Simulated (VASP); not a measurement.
Write the native input for VASP 6.6.1 that does the following.

```yaml
Task: single point
Functional: LDA
Potentials_or_basis: VASP PAW LDA potentials, release 64 (Ti_sv)
Cutoff: 520 eV
k_mesh: 2 × 2 × 1
Occupations: fermi-dirac, width 0.1 eV
Spin: no spin polarisation
Dipole_correction: no
Further_INCAR_settings: ALGO = Normal; EDIFF = 1e-06; NBANDS = 19
```

The structure of Ti lies in POSCAR:

```
Ti
1.0
    2.8638698861      0.0000000000      0.0000000000
   -1.4319349430      2.4801840745      0.0000000000
    0.0000000000      0.0000000000      4.5399943151
Ti
2
Direct
    0.3333333333      0.6666666667      0.2500000000
    0.6666666667      0.3333333333      0.7500000000
```

The input as run:

INCAR

```
PREC     = Accurate       # precision mode
ENCUT    = 520            # plane-wave cutoff, eV
EDIFF    = 1E-6           # SCF threshold, eV
ISMEAR   = -1             # smearing method
SIGMA    = 0.1            # smearing width, eV
LREAL    = F              # projectors in reciprocal space
LASPH    = T              # aspherical terms in the spheres
NELM     = 100            # most SCF steps
ALGO     = Normal         # electronic algorithm
ISIF     = 2              # what is computed and relaxed
LWAVE    = F              # write WAVECAR
LCHARG   = F              # write CHGCAR
NBANDS   = 19             # bands
```

KPOINTS

```
regular mesh
0
Gamma
  2 2 1
```

Potentials or basis: VASP PAW LDA potentials, release 64 (Ti_sv).

Launch:

```sh
$ cat potpaw_LDA.64/Ti_sv/POTCAR > POTCAR
$ mpirun -np 1 vasp_std > vasp.out
```

It gave:

```
Pressure               : -7.2 GPa
Band gap on the k mesh : zero (band 12 reaches 9.60 eV, above the bottom of band 13 at 9.37 eV)
```

Caveat: the k points lie up to 1.38 Å⁻¹ apart.

It took 2 s on 1 thread of Intel(R) Xeon(R) Platinum 8559C (Emerald Rapids) (shared host), peak memory 0.12 GiB.
